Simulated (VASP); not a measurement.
# Pt (P6_3/mmc) in VASP: a series of runs

Runs on Pt. Level: r2SCAN. Tasks: single point.

Everything below comes from runs of VASP 6.6.1. Logs are shortened: lines on timing, memory, paths and dates and some standing lists are left out, and cuts for length are marked.

## 1. The cell of the first run

The structure is hexagonal, space group P6_3/mmc (No. 194). The conventional cell has a = 2.815 Å, b = 2.815 Å, c = 4.837 Å, α = 90.00°, β = 90.00°, γ = 120.00°. Within 3.7 Å of Pt (site symmetry -6m2) lie 12 Pt at 2.81 to 2.91 Å.

## 2. Single point, r2SCAN (strain +0.030 along x and y, +0.015 along z)

Contents of POSCAR:

```
Pt
1.0
    2.8149583939      0.0000000000      0.0000000000
   -1.4074791970      2.4378254797      0.0000000000
    0.0000000000      0.0000000000      4.8368335620
Pt
2
Direct
    0.6666666667      0.3333333333      0.7500000000
    0.3333333333      0.6666666667      0.2500000000
```

Contents of INCAR.step1:

```
  PREC = Accurate
  ENCUT = 520
  ISMEAR = 0
  SIGMA = 0.15
  LREAL = F
  LASPH = T
  NELM = 80
  NBANDS = 17
  GGA = PE
  ALGO = Normal
  EDIFF = 1E-4
  LWAVE = T
  LCHARG = F
```

Contents of INCAR.step2:

```
  PREC = Accurate
  ENCUT = 520
  EDIFF = 1E-7
  ISMEAR = 0
  SIGMA = 0.15
  LREAL = F
  LASPH = T
  NELM = 80
  ALGO = Normal
  ISIF = 2
  LWAVE = F
  LCHARG = F
  METAGGA = R2SCAN
  LMIXTAU = T
  NBANDS = 17
  ISTART = 1
```

Contents of KPOINTS:

```
regular mesh
0
Gamma
  24 24 12
```

Potentials or basis: VASP PAW PBE potentials, release 64 (Pt).

Started as:

```
cat potpaw_PBE.64/Pt/POTCAR > POTCAR
cp INCAR.step1 INCAR
mpirun -np 1 vasp_std > vasp.out
cp INCAR.step2 INCAR
mpirun -np 1 vasp_std > vasp.out
```

OUTCAR:

```text
PREC = Accurate
   ENCUT = 520
   EDIFF = 1E-7
   ISMEAR = 0
   LREAL = F
   LASPH = T
   NELM = 80
   ISIF = 2
   METAGGA = R2SCAN
   ISTART = 1

 ion  position               nearest neighbor table
   1  0.667  0.333  0.750-   2 2.91   2 2.91   2 2.91   2 2.91   2 2.91   2 2.91
   2  0.333  0.667  0.250-   1 2.91   1 2.91   1 2.91   1 2.91   1 2.91   1 2.91

  LATTYP: Found a hexagonal cell.
 ALAT       =     2.8149583939
 C/A-ratio  =     1.7182611198

  Lattice vectors:

 A1 = (   2.8149583939,   0.0000000000,   0.0000000000)
 A2 = (  -1.4074791970,   2.4378254797,   0.0000000000)
 A3 = (   0.0000000000,   0.0000000000,   4.8368335620)

Analysis of symmetry for initial positions (statically):
=====================================================================
 Subroutine PRICEL returns:
 Original cell was already a primitive cell.

 Routine SETGRP: Setting up the symmetry group for a
 hexagonal supercell.

 Subroutine GETGRP returns: Found 24 space group operations
 (whereof 12 operations were pure point group operations)
 out of a pool of 24 trial point group operations.

The static configuration has the point symmetry D_3d.
 The point group associated with its full space group is D_6h.

Analysis of symmetry for dynamics (positions and initial velocities):
=====================================================================
 Subroutine PRICEL returns:
 Original cell was already a primitive cell.

 Routine SETGRP: Setting up the symmetry group for a
 hexagonal supercell.

 Subroutine GETGRP returns: Found 24 space group operations
 (whereof 12 operations were pure point group operations)
 out of a pool of 24 trial point group operations.

The dynamic configuration has the point symmetry D_3d.
 The point group associated with its full space group is D_6h.

 Subroutine INISYM returns: Found 24 space group operations
 (whereof 12 operations are pure point group operations),
 and found     1 'primitive' translations

----------------------------------------------------------------------------------------

                                     Primitive cell

  volume of cell :      33.1922

  direct lattice vectors                    reciprocal lattice vectors
     2.814958394  0.000000000  0.000000000     0.355245037  0.205100818  0.000000000
    -1.407479197  2.437825480  0.000000000     0.000000000  0.410201636  0.000000000
     0.000000000  0.000000000  4.836833562     0.000000000  0.000000000  0.206746829

  length of vectors
     2.814958394  2.814958394  4.836833562     0.410201636  0.410201636  0.206746829

  position of ions in fractional coordinates (direct lattice)
     0.666666667  0.333333333  0.750000000
     0.333333333  0.666666667  0.250000000

  ion indices of the primitive-cell ions
   primitive index   ion index
                 1           1
                 2           2

----------------------------------------------------------------------------------------

 KPOINTS: regular mesh

Automatic generation of k-mesh.
 Grid dimensions read from file:
 generate k-points for:   24   24   12

 Generating k-lattice:

  Cartesian coordinates                     Fractional coordinates (reciprocal lattice)
     0.014801877  0.008545867  0.000000000     0.041666667  0.000000000  0.000000000
     0.000000000  0.017091735  0.000000000     0.000000000  0.041666667  0.000000000
     0.000000000  0.000000000  0.017228902     0.000000000  0.000000000  0.083333333

  Length of vectors
     0.017091735  0.017091735  0.017228902

  Shift w.r.t. Gamma in fractional coordinates (k-lattice)
     0.000000000  0.000000000  0.000000000

 Subroutine IBZKPT returns following result:
 ===========================================

 Found    427 irreducible k-points:

 Following reciprocal coordinates:
            Coordinates               Weight
  0.000000  0.000000  0.000000      1.000000
  0.041667  0.000000  0.000000      6.000000
  0.083333  0.000000  0.000000      6.000000
  0.125000 -0.000000  0.000000      6.000000
  0.166667  0.000000  0.000000      6.000000
  0.208333 -0.000000  0.000000      6.000000
[... 16 lines left out ...]
  0.416667  0.041667  0.000000     12.000000
  0.458333  0.041667  0.000000     12.000000
 [... further k-points ...]
   k-points           NKPTS =    427   k-points in BZ     NKDIM =    427   number of bands    NBANDS=     17
   number of dos      NEDOS =    301   number of ions     NIONS =      2
   total plane-waves  NPLWV =  20736
   dimension x,y,z NGX =    24 NGY =   24 NGZ =   36
   dimension x,y,z NGXF=    48 NGYF=   48 NGZF=   72
   ions per type =               2
   NGX,Y,Z   is equivalent  to a cutoff of  14.17, 14.17, 12.37 a.u.
   NGXF,Y,Z  is equivalent  to a cutoff of  28.35, 28.35, 24.75 a.u.
 SYSTEM =  unknown system
   PREC   = accura    normal or accurate (medium, high low for compatibility)
   ISTART =      1    job   : 0-new  1-cont  2-samecut
   ICHARG =      0    charge: 1-file 2-atom 10-const
   ISPIN  =      1    spin polarized calculation?
   LNONCOLLINEAR =      F non collinear calculations
   LSORBIT =      F    spin-orbit coupling
   LASPH  =      T    aspherical Exc in radial PAW
   ENCUT  =  520.0 eV  38.22 Ry    6.18 a.u.   5.23  5.23  8.99*2*pi/ulx,y,z
   NELM   =     80;   NELMIN=  2; NELMDL=  0     # of ELM steps
   EDIFF  = 0.1E-06   stopping-criterion for ELM
   LREAL  =      F    real-space projection
   EDIFFG = 0.1E-05   stopping-criterion for IOM
   NSW    =      0    number of steps for IOM
   IBRION =     -1    ionic relax: 0-MD 1-quasi-New 2-CG
   NFREE  =      0    steps in history (QN), initial steepest desc. (CG)
   ISIF   =      2    stress and relaxation
   ISYM   =      2    0-nonsym 1-usesym 2-fastsym
   POTIM  = 0.5000    time-step for ionic-motion
   TEBEG  =    0.0;   TEEND  =   0.0 temperature during run
   PSTRESS=    0.0 pullay stress
   NELECT =      20.0000    total number of electrons
   NUPDOWN=      -1.0000    fix difference up-down
   EMIN   =  10.00;   EMAX   =-10.00  energy-range for DOS
   EFERMI =   0.00;   METHOD = LEGACY
   ISMEAR =     0;   SIGMA  =   0.15  broadening in eV -4-tet -1-fermi 0-gaus
   EFERMI_NEDOS =   21; number of points for ismear=-14 and -15
   IALGO  =     38    algorithm
   IMIX   =      4    mixing-type and parameters
     AMIX     =   0.40;   BMIX     =  1.00
     AMIX_MAG =   1.60;   BMIX_MAG =  1.00
  volume/ion in A,a.u.               =      16.60       112.00
  Fermi-wavevector in a.u.,A,eV,Ry     =   1.382737  2.612994 26.013817  1.911962
  Thomas-Fermi vector in A             =   2.507400
   LORBIT       =      0    0 simple, 1 ext, 2 COOP (PROOUT), +10 PAW based schemes
   METAGGA = R2SCAN    functional components
   LHFCALC =     F    Hartree Fock is set to
   AEXX    =    0.0000 exact exchange contribution
   IVDW    =     0    specifies the selected vdW correction
   LEPSILON=     F    determine dielectric tensor
   LRPA    =     F    only Hartree local field effects (RPA)
 non-spin polarized calculation
 Gauss-broadening in eV      SIGMA  =   0.15
  energy-cutoff  :      520.00
  volume of cell :       33.19
 maximum number of plane-waves:       916
 NGX is ok and might be reduce to    24
   NGX = 11   NGY = 11   NGZ = 17

 number of electron      19.9999996 magnetization

 Free energy of the ion-electron system (eV)
  ---------------------------------------------------
  ext. energy  EPLUGINS =         0.00000000
  ---------------------------------------------------
  free energy    TOTEN  =      -102.77106219 eV

  energy without entropy =     -102.72735189  energy(sigma->0) =     -102.74920704

 E-fermi :   9.2439     XC(G=0): -13.9530

 val. band max:        9.2426911517   @ k =   0.3750   0.0833   0.0000
 cond. band min:       9.2446677645   @ k =   0.2083   0.1667   0.0000
 fundamental gap:      0.0019766128
 Fermi energy:         9.2438511729

 k-point     1 :       0.0000    0.0000    0.0000
  band No.  band energies     occupation
      1      -0.1490      2.00000
      2       2.5001      2.00000
      3       5.5835      2.00000
      4       5.9956      2.00000
      5       5.9956      2.00000
      6       6.3500      2.00000
[... 9 lines left out ...]
     16      27.4619      0.00000
     17      30.5843      0.00000

 k-point     2 :       0.0417    0.0000    0.0000
  band No.  band energies     occupation
      1      -0.0866      2.00000
      2       2.5569      2.00000
      3       5.5723      2.00000
      4       5.9992      2.00000
      5       6.0417      2.00000
      6       6.3205      2.00000
[... 9 lines left out ...]
     16      27.5247      0.00000
     17      30.1565      0.00000

 k-point     3 :       0.0833    0.0000    0.0000
  band No.  band energies     occupation
      1       0.0983      2.00000
      2       2.7222      2.00000
      3       5.5198      2.00000
      4       6.0292      2.00000
      5       6.1786      2.00000
      6       6.2452      2.00000
[... 9 lines left out ...]
     16      27.5936      0.00000
     17      29.3725      0.00000

 k-point     4 :       0.1250   -0.0000    0.0000
  band No.  band energies     occupation
      1       0.3978      2.00000
      2       2.9777      2.00000
      3       5.4138      2.00000
      4       6.0252      2.00000
      5       6.2379      2.00000
      6       6.4024      2.00000
[... 9 lines left out ...]
     16      27.3771      0.00000
     17      28.4667      0.00000

 k-point     5 :       0.1667    0.0000    0.0000
  band No.  band energies     occupation
      1       0.7977      2.00000
      2       3.2828      2.00000
      3       5.2959      2.00000
      4       5.8919      2.00000
      5       6.1536      2.00000
      6       6.4249      2.00000
[... 9 lines left out ...]
     16      27.4390      0.00000
     17      27.5191      0.00000

 k-point     6 :       0.2083   -0.0000    0.0000
  band No.  band energies     occupation
      1       1.2738      2.00000
      2       3.5568      2.00000
      3       5.2498      2.00000
      4       5.6421      2.00000
      5       5.7465      2.00000
      6       6.7221      2.00000
[... 9 lines left out ...]
     16      26.9885      0.00000
     17      28.0516      0.00000

 k-point     7 :       0.2500   -0.0000    0.0000
  band No.  band energies     occupation
      1       1.7873      2.00000
      2       3.6904      2.00000
      3       5.1845      2.00000
      4       5.3595      2.00000
      5       5.6600      2.00000
      6       6.7239      2.00000
[... 9 lines left out ...]
     16      26.3019      0.00000
     17      28.2504      0.00000

 k-point     8 :       0.2917    0.0000    0.0000
  band No.  band energies     occupation
      1       2.2801      2.00000
      2       3.6593      2.00000
      3       4.7897      2.00000
      4       5.5138      2.00000
      5       5.7906      2.00000
      6       6.5755      2.00000
[... 9 lines left out ...]
     16      25.5725      0.00000
     17      26.6135      0.00000
[... 203 lines left out ...]
      1       2.0848      2.00000
      2       3.7397      2.00000
      3       4.9728      2.00000
      4       5.3862      2.00000
      5       5.6866      2.00000
      6       6.4832      2.00000
[... 9 lines left out ...]
     16      25.9674      0.00000
     17      27.5755      0.00000

 k-point    20 :       0.2917    0.0417    0.0000
  band No.  band energies     occupation
      1       2.5432      2.00000
      2       3.6529      2.00000
      3       4.6168      2.00000
      4       5.5369      2.00000
      5       5.9227      2.00000
      6       6.3438      2.00000
[... 9 lines left out ...]
     16      25.2648      0.00000
     17      25.7723      0.00000

 k-point    21 :       0.3333    0.0417    0.0000
  band No.  band energies     occupation
      1       2.8802      2.00000
      2       3.5204      2.00000
      3       4.3283      2.00000
      4       5.7312      2.00000
      5       6.2307      2.00000
      6       6.2660      2.00000
[... 9 lines left out ...]
     16      23.9933      0.00000
     17      24.6178      0.00000

 k-point    22 :       0.3750    0.0417    0.0000
  band No.  band energies     occupation
      1       3.0756      2.00000
      2       3.3946      2.00000
      3       4.1099      2.00000
      4       6.0129      2.00000
      5       6.1486      2.00000
      6       6.3351      2.00000
[... 9 lines left out ...]
     16      22.6122      0.00000
     17      24.0340      0.00000

 k-point    23 :       0.4167    0.0417    0.0000
  band No.  band energies     occupation
      1       3.1658      2.00000
      2       3.3003      2.00000
      3       3.9634      2.00000
      4       6.0992      2.00000
      5       6.2343      2.00000
      6       6.3032      2.00000
[... 9 lines left out ...]
     16      21.8848      0.00000
     17      23.5495      0.00000

 k-point    24 :       0.4583    0.0417    0.0000
  band No.  band energies     occupation
      1       3.1990      2.00000
      2       3.2493      2.00000
      3       3.8898      2.00000
      4       6.0796      2.00000
      5       6.1773      2.00000
      6       6.4993      2.00000
[... 9 lines left out ...]
     16      21.5641      0.00000
     17      23.2550      0.00000

 [... further k-points ...]
[... 5 lines left out ...]
  --------------------------------------------------------------------------------------
  -------------------------------------------------------------------------------------
  Total       -3.5374623     -3.5374623     -2.7887215      0.0000000      0.0000000      0.0000000
  in kB     -170.7523412   -170.7523412   -134.6108258      0.0000000      0.0000000      0.0000000
  external PRESSURE =    -158.7051694 kB  Pullay stress =       0.0000000 kB

 VOLUME and BASIS-vectors are now :
 -----------------------------------------------------------------------------
  energy-cutoff  :      520.00
  volume of cell :       33.19
      direct lattice vectors                 reciprocal lattice vectors
     2.814958394  0.000000000  0.000000000     0.355245037  0.205100818  0.000000000
    -1.407479197  2.437825480  0.000000000     0.000000000  0.410201636  0.000000000
     0.000000000  0.000000000  4.836833562     0.000000000  0.000000000  0.206746829

 POSITION                                       TOTAL-FORCE (eV/Angst)
 -----------------------------------------------------------------------------------
      1.40748      0.81261      3.62763         0.000000      0.000000      0.000000
     -0.00000      1.62522      1.20921        -0.000000      0.000000      0.000000
 -----------------------------------------------------------------------------------
    total drift:                                0.000000     -0.000000      0.000000

  FREE ENERGIE OF THE ION-ELECTRON SYSTEM (eV)
  ---------------------------------------------------
  free  energy   TOTEN  =      -102.7710621922 eV

  energy  without entropy=     -102.7273518862  energy(sigma->0) =     -102.74920704
```

Run time: 24 min. Hardware: 1 thread of AMD EPYC 7R43 (Zen 3), shared host; peak memory 0.28 GiB.

Results:

```yaml
Free_energy: -102.7711 eV
Pressure: -15.9 GPa
Band_gap_on_the_k_mesh: zero (band 10 reaches 9.67 eV, above the bottom of band 11 at 8.43 eV)
```

Levels at points of the mesh, in eV from the Fermi level:
```csv
k point,band 8,band 9,band 10,band 11,band 12,band 13
"(0.00, 0.00, 0.00)",-1.82,-1.82,-0.26,-0.26,-0.22,4.74
"(0.50, 0.00, 0.00)",-0.03,0.23,0.43,2.33,3.75,7.47
"(0.00, 0.00, 0.50)",-3.26,-0.81,-0.81,-0.81,-0.81,12.42
"(0.50, 0.00, 0.50)",-0.71,0.35,0.35,1.90,1.90,6.40
```

Caveat: the cell differs from its parent crystal (strain +0.030 along x and y, +0.015 along z); the PAW data sets were made with another functional, which shifts forces and pressure a little; spin-orbit coupling is left out, which moves the levels of the heavy elements.

(Continued in part 2 of 2.)
